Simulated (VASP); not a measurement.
Runs of VASP 6.6.1 on AlP. It takes space group F-43m (No. 216, cubic). The conventional cell has a = 5.451 Å, b = 5.451 Å, c = 5.451 Å, α = 90.00°, β = 90.00°, γ = 90.00°. Within 3.1 Å of Al (site symmetry -43m) lie 4 P at 2.36 Å. P (site symmetry -43m) has 4 Al at 2.36 Å within 3.1 Å. 

```tsv
level	potentials or basis	cutoff (eV)	gap on the mesh (eV)	pressure (GPa)
r2SCAN	VASP PAW PBE potentials, release 64 (Al, P)	550	(b)	1.1
PBE	VASP PAW PBE potentials, release 64 (Al, P)	500	1.57	2.7
revPBE	VASP PAW PBE potentials, release 64 (Al, P)	500	1.62	3.8
RPBE	VASP PAW PBE potentials, release 64 (Al, P)	500	1.65	(a)
LDA	VASP PAW LDA potentials, release 64 (Al, P)	500	1.43	-0.7
```

Alike in all rows: task single point; no spin polarisation; cell as given; k mesh 6 × 6 × 6; smearing gaussian 0.01 eV.

Question: Fill in the values left out.

Answer: (a) 4.2; (b) 1.90.

Caveats: the PAW data sets were made with another functional, which shifts forces and pressure a little (at least some runs); the cell stands under pressure (at least some runs).

A k mesh can miss the band edges.
